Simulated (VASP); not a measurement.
Set up this calculation in VASP 6.6.1, as the native input.

| Quantity | Value |
| --- | --- |
| Task | single point |
| Functional | PBE |
| Potentials or basis | VASP PAW PBE potentials, release 64 (Sn_d, Te) |
| Cutoff | 500 eV |
| k mesh | 6 × 6 × 6 |
| Occupations | gaussian, width 0.1 eV |
| Spin | no spin polarisation |
| Dipole correction | no |
| Further INCAR settings | ALGO = Normal; EDIFF = 1e-06; NBANDS = 17 |

The structure of SnTe lies in POSCAR:

```
SnTe
1.0
    0.0000000000      3.1565000000      3.1565000000
    3.1565000000      0.0000000000      3.1565000000
    3.1565000000      3.1565000000      0.0000000000
Sn Te
1 1
Direct
    0.0000000000      0.0000000000      0.0000000000
    0.5000000000      0.5000000000      0.5000000000
```

One way to write it, as run:

INCAR

```
SYSTEM = SnTe
ALGO = Normal
EDIFF = 1E-6
ENCUT = 500
GGA = PE
GGA_COMPAT = .FALSE.
ISIF = 2
ISMEAR = 0
LASPH = .TRUE.
LCHARG = .TRUE.
LELF = .TRUE.
LREAL = .FALSE.
LVHAR = .TRUE.
LWAVE = .FALSE.
NBANDS = 17
NELM = 120
PREC = Accurate
SIGMA = 0.1
```

KPOINTS

```
k-points
0
G
  6 6 6
  0 0 0
```

Potentials or basis: VASP PAW PBE potentials, release 64 (Sn_d, Te).

Run with:

```bash
$ cat potpaw_PBE.64/Sn_d/POTCAR potpaw_PBE.64/Te/POTCAR > POTCAR
$ mpirun -np 1 vasp_std > vasp.out
```

It gave:

| Item | Value |
| --- | --- |
| Pressure | 2.0 GPa |
| Band gap on the k mesh | 0.08 eV, direct |

Caveat: spin-orbit coupling is left out, which moves the levels of the heavy elements.

Wall time 12 s on 1 thread of Intel(R) Xeon(R) 6975P-C (Granite Rapids), with other jobs on the host, peak memory 0.2 GiB.
